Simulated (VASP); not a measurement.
Set up this calculation in VASP 6.6.1, as the native input.

```
Task                   : single point
Functional             : r2SCAN
Potentials or basis    : VASP PAW PBE potentials, release 64 (Ti_sv, O)
Cutoff                 : 520 eV
k mesh                 : 8 × 8 × 8
Occupations            : gaussian, width 0.05 eV
Spin                   : no spin polarisation
Dipole correction      : no
Further INCAR settings : ALGO = Normal; EDIFF = 1e-07; NBANDS = 33
```

TiO2:

```
Ti O
1.0
    -1.88897    1.88897    4.93514
     1.88897   -1.88897    4.93514
     1.88897    1.88897   -4.93514
Ti O
2 4
Direct
  0.00000 0.00000 0.00000
  0.75000 0.25000 0.50000
  0.20730 0.20730 0.00000
  0.95730 0.45730 0.50000
  0.54270 0.04270 0.50000
  0.79270 0.79270 0.00000
```

This cell differs from its parent crystal: strain +0.000 along x and y, +0.030 along z.

The input as run:

POSCAR

```
TiO2
1.0
   -1.8889722131      1.8889722131      4.9351408754
    1.8889722131     -1.8889722131      4.9351408754
    1.8889722131      1.8889722131     -4.9351408754
Ti O
2 4
Direct
    0.0000000000      0.0000000000      0.0000000000
    0.7500000000      0.2500000000      0.5000000000
    0.2073045411      0.2073045411      0.0000000000
    0.9573045411      0.4573045411      0.5000000000
    0.5426954589      0.0426954589      0.5000000000
    0.7926954589      0.7926954589      0.0000000000
```

INCAR.step1

```
SYSTEM = TiO2
  ALGO = Normal
  EDIFF = 1E-4
  ENCUT = 520
  GGA = PE
  ISMEAR = 0
  LASPH = .TRUE.
  LCHARG = .FALSE.
  LREAL = .FALSE.
  LWAVE = .TRUE.
  NBANDS = 33
  NELM = 100
  PREC = Accurate
  SIGMA = 0.05
```

INCAR.step2

```
SYSTEM = TiO2
  ALGO = Normal
  EDIFF = 1E-7
  ENCUT = 520
  ISIF = 2
  ISMEAR = 0
  ISTART = 1
  LASPH = .TRUE.
  LCHARG = .FALSE.
  LMIXTAU = .TRUE.
  LREAL = .FALSE.
  LWAVE = .FALSE.
  METAGGA = R2SCAN
  NBANDS = 33
  NELM = 100
  PREC = Accurate
  SIGMA = 0.05
```

KPOINTS

```
k-points
0
G
  8 8 8
  0 0 0
```

Potentials or basis: VASP PAW PBE potentials, release 64 (Ti_sv, O).

Run with:

```bash
$ cat potpaw_PBE.64/Ti_sv/POTCAR potpaw_PBE.64/O/POTCAR > POTCAR
$ cp INCAR.step1 INCAR
$ mpirun -np 1 vasp_std > vasp.out
$ cp INCAR.step2 INCAR
$ mpirun -np 1 vasp_std > vasp.out
```

It gave:

```
Pressure               : -5.1 GPa
Largest force          : 0.439 eV/Å
Band gap on the k mesh : 2.53 eV (least direct gap 2.87 eV)
```

Caveat: the cell differs from its parent crystal (strain +0.000 along x and y, +0.030 along z); the cell stands under tension; the PAW data sets were made with another functional, which shifts forces and pressure a little.

Run time: 39 min on 1 thread of Intel Xeon 8259CL, with other jobs on the host, peak memory 0.35 GiB.
